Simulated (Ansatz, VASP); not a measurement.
**One calculation of Al6H, two programs**

```
Al H
1.0
     5.71352    0.00000    0.00000
     0.00000    5.71352    0.00000
     0.00000    0.00000   22.17470
Al H
12 2
Direct
  0.25000 0.25000 0.18039
  0.25000 0.75000 0.18039
  0.75000 0.25000 0.18039
  0.75000 0.75000 0.18039
  0.00000 0.00000 0.27441
  0.00000 0.50000 0.27441
  0.50000 0.00000 0.27441
  0.50000 0.50000 0.27441
  0.25000 0.25000 0.36865
  0.25000 0.75000 0.36865
  0.75000 0.25000 0.36865
  0.75000 0.75000 0.36865
  0.25000 0.93437 0.48590
  0.25000 0.06563 0.48590
```

Alike in both runs: task single point; functional PBE; k mesh 5 × 5 × 1; occupations gaussian, width 0.1 eV; no spin polarisation.

|  | VASP | Ansatz |
| --- | --- | --- |
| version | VASP 6.6.1 | Ansatz 0.2.0 |
| potentials or method | VASP PAW PBE potentials, release 64 (Al, H), cutoff 520 eV | scalar-relativistic, plane waves, PAW |
| valence electrons in the cell | 38 | 38 |

```csv
,VASP,Ansatz,Ansatz less VASP
gap on the k mesh at the Fermi level (eV),none,none,-
rms of the force components (eV/Å),0.071,0.072,+0.0013
```

Atom by atom the forces differ by 0.006 eV/Å (rms over components). A gap of «none» marks a metal or a gap that the smearing closes.
